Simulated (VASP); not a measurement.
Ba: single point with PBEsol

The system is Ba.

```xyz
1
Lattice="-2.6000 2.6000 2.5000 2.6000 -2.6000 2.5000 2.6000 2.6000 -2.5000" Properties=species:S:1:pos:R:3 pbc="T T T"
Ba    0.0000    0.0000    0.0000
```

This cell differs from its parent crystal: strain +0.040 along x and y, +0.000 along z.

```yaml
Program: VASP 6.6.1
Task: single point
Functional: PBEsol
Potentials_or_basis: VASP PAW PBE potentials, release 64 (Ba_sv)
Cutoff: 520 eV
k_mesh: 14 × 14 × 14
Occupations: gaussian, width 0.15 eV
Spin: no spin polarisation
```

The pressure is -1.1 GPa and the band gap on the k mesh is zero (bands 5 and 6 overlap by 0.84 eV).

Stress tensor (GPa, compression positive):
```
-1.13  0.00  0.00
 0.00 -1.13  0.00
 0.00  0.00 -0.97
```

Levels at points of the mesh, in eV from the Fermi level:
```tsv
k point	band 1	band 2	band 3	band 4	band 5	band 6	band 7	band 8	band 9	band 10
(0.00, 0.00, 0.00)	-28.99	-13.95	-13.95	-13.95	-2.73	1.59	1.81	1.81	2.90	3.23
(0.50, 0.00, 0.00)	-28.96	-14.32	-14.08	-13.96	-0.85	0.60	1.10	3.05	3.66	4.88
(0.50, 0.50, 0.00)	-28.96	-14.32	-14.06	-13.95	-0.89	0.84	0.98	2.80	3.45	4.84
(0.50, 0.50, 0.50)	-28.93	-14.22	-14.22	-14.19	-0.47	-0.42	3.86	3.86	4.29	4.40
```

Wall time 2.6 min on 1 thread of Intel(R) Xeon(R) Platinum 8259CL CPU @ 2.50GHz (Skylake/Cascade Lake), with other jobs on the host, peak memory 0.34 GiB.

Caveat: the cell differs from its parent crystal (strain +0.040 along x and y, +0.000 along z); the PAW data sets were made with another functional, which shifts forces and pressure a little; spin-orbit coupling is left out, which moves the levels of the heavy elements.
